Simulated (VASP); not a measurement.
A run of VASP 6.6.1 is set up as follows.

File INCAR:

```
SYSTEM = BP
  ALGO = Normal
  EDIFF = 1E-6
  EDIFFG = -0.04
  ENCUT = 600
  GGA = PE
  IBRION = 2
  ISIF = 3
  ISMEAR = 0
  LASPH = .TRUE.
  LCHARG = .FALSE.
  LREAL = .FALSE.
  LWAVE = .FALSE.
  NELM = 100
  NSW = 90
  PREC = Accurate
  SIGMA = 0.1
```

KPOINTS

```
k-points
0
G
  6 6 4
  0 0 0
```

File POSCAR:

```
BP
1.0
    1.9433194169     -2.9377050611      0.0000000000
    1.9433194169      2.9377050611      0.0000000000
    0.0000000000      0.0000000000      4.5806902925
B P
2 2
Direct
    0.6666666667      0.6666666667      0.5000000000
    0.3333333333      0.3333333333      0.5000000000
    0.8376387576      0.1623612424      0.0000000000
    0.1623612424      0.8376387576      0.0000000000
```

Potentials or basis: VASP PAW PBE potentials, release 64 (B, P).

Command:

```sh
$ cat potpaw_PBE.64/B/POTCAR potpaw_PBE.64/P/POTCAR > POTCAR
$ mpirun -np 1 vasp_std > vasp.out
```

**Question.** Predict the relaxed cell.

**Answer.** a = 5.008 Å, b = 5.008 Å, c = 2.886 Å, α = 90.00°, β = 90.00°, γ = 139.15°.

**Question.** Predict the space group after relaxing (to 0.05 Å).

**Answer.** Cmmm (No. 65).

**Question.** Estimate the relaxed volume.

**Answer.** 11.83 Å³/atom.

**Question.** What does it give for the band gap on the k mesh?

**Answer.** Zero (band 8 reaches 9.78 eV, above the bottom of band 9 at 6.43 eV).

Step by step:
```
step  energy change (eV)  largest force (eV/Å)  pressure (GPa)  volume (Å³)
   1              0.0000               15.3888           22.26        52.30
   3             -2.8010                1.0630          -10.93        58.81
   5             -3.6297                1.5876            1.82        51.09
   7             -4.4722                3.1915           13.62        45.23
   9             -4.8902                5.7486           41.28        38.43
  11             -5.0109                3.2668           45.82        37.92
  13             -5.5305                1.6733           33.06        39.62
  15             -6.0275                2.2252           -1.38        47.87
  17             -6.1243                1.5043            6.23        45.09
  19             -6.2480                0.2343            1.66        46.88
  21             -6.2603                0.7021            0.20        47.68
  23             -6.3216                0.1278           -1.20        48.66
  25             -6.3279                0.1267           -0.86        48.58
  27             -6.3359                0.0988            1.03        47.82
  29             -6.3397                0.1879            0.19        48.18
  31             -6.3429                0.0949           -0.41        48.53
  33             -6.3543                0.1470            0.17        48.55
  35             -6.6016                0.8831            1.50        48.39
  37             -6.6229                0.9553            3.68        48.27
  39             -6.6233                0.9592            3.90        48.26
  41             -6.6237                0.9547            4.02        48.27
  43             -6.6237                0.9530            4.06        48.27
  45             -6.6249                0.9433            4.03        48.28
  47             -6.6302                0.8992            3.85        48.31
  49             -6.6498                0.7264            3.18        48.45
  51             -6.7027                0.2151            0.74        48.98
  53             -6.7197                0.4931           -1.49        49.57
  55             -6.7397                0.0184           -1.28        49.36
  57             -6.7406                0.1175           -1.21        49.30
  59             -6.7432                0.1377            0.10        48.75
  61             -6.7454                0.1047            0.05        48.52
  63             -6.7469                0.2189           -0.07        48.14
  65             -6.7496                0.0449           -0.17        47.81
  67             -6.7503                0.0712           -0.17        47.60
  69             -6.7506                0.0734           -0.10        47.51
  70             -6.7510                0.0356            0.11        47.33
```
